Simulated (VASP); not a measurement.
MnO, 2 atoms in the cell. It takes space group R-3m (No. 166, trigonal). The conventional cell has a = 3.109 Å, b = 3.109 Å, c = 6.162 Å, α = 90.00°, β = 90.00°, γ = 120.00°. Within 2.8 Å of Mn (site symmetry -3m) lie 6 O at 2.07 Å and 6 Mn at 2.73 Å. Within 2.8 Å of O (site symmetry -3m) lie 6 Mn at 2.07 Å and 6 O at 2.73 Å. 

| Item | Value |
| --- | --- |
| Program | VASP 6.6.1 |
| Task | single point |
| Functional | PBE |
| Potentials or basis | VASP PAW PBE potentials, release 64 (Mn_pv, O) |
| Cutoff | 520 eV |
| k mesh | 14 × 14 × 14 |
| Occupations | gaussian, width 0.05 eV |
| Spin | no spin polarisation |
| Dipole correction | no |
| Further INCAR settings | ALGO = Normal; EDIFF = 1e-06; NBANDS = 16 |

Potentials or basis: VASP PAW PBE potentials, release 64 (Mn_pv, O).

The run is started by

```console
$ cat potpaw_PBE.64/Mn_pv/POTCAR potpaw_PBE.64/O/POTCAR > POTCAR
$ mpirun -np 1 vasp_std > vasp.out
```

Hardware: 1 thread of Intel(R) Xeon(R) Platinum 8259CL CPU @ 2.50GHz (Skylake/Cascade Lake) (shared host).

Question: Estimate the wall time of this run.

Answer: It took 45 s on 1 thread of Intel(R) Xeon(R) Platinum 8259CL CPU @ 2.50GHz (Skylake/Cascade Lake), on a shared host, peak memory 0.19 GiB. Counts: scf iterations 13, k points 288.
